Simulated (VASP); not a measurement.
Wanted: the native input for a VASP 6.6.1 run.

| Item | Value |
| --- | --- |
| Task | single point |
| Functional | LDA |
| Potentials or basis | VASP PAW LDA potentials, release 64 (Ge_d) |
| Cutoff | 500 eV |
| k mesh | 7 × 7 × 4 |
| Occupations | gaussian, width 0.15 eV |
| Spin | no spin polarisation |
| Dipole correction | no |
| Further INCAR settings | ALGO = Normal; EDIFF = 1e-06; NBANDS = 36 |

The structure of Ge lies in POSCAR:

```
Ge
1.0
    3.9639012782      0.0000000000      0.0000000000
   -1.9819506391      3.4328392051      0.0000000000
    0.0000000000      0.0000000000      6.5193367940
Ge
4
Direct
    0.6666666667      0.3333333333      0.0626445653
    0.3333333333      0.6666666667      0.5626445653
    0.6666666667      0.3333333333      0.4373554347
    0.3333333333      0.6666666667      0.9373554347
```

This isn't the form of Ge at room conditions, which is diamond.

One way to write it, as run:

INCAR

```
ALGO = Normal
EDIFF = 1E-6
ENCUT = 500
GGA_COMPAT = False
ISIF = 2
ISMEAR = 0
LASPH = True
LCHARG = True
LELF = True
LREAL = False
LVHAR = True
LWAVE = False
NBANDS = 36
NELM = 120
PREC = Accurate
SIGMA = 0.15
```

KPOINTS

```
k-points
0
Gamma
  7 7 4
```

Potentials or basis: VASP PAW LDA potentials, release 64 (Ge_d).

The run is started by

```bash
$ cat potpaw_LDA.64/Ge_d/POTCAR > POTCAR
$ mpirun -np 1 vasp_std > vasp.out
```

It gave:

```json
{
 "Pressure": "0.1 GPa",
 "Band gap on the k mesh": "zero (bands 28 and 29 overlap by 0.05 eV)"
}
```

Caveat: semilocal functionals underestimate gaps, so a narrow gap can read as zero.

It took 33 s on 1 thread of Intel(R) Xeon(R) 6975P-C (Granite Rapids), on a shared host, peak memory 0.18 GiB.
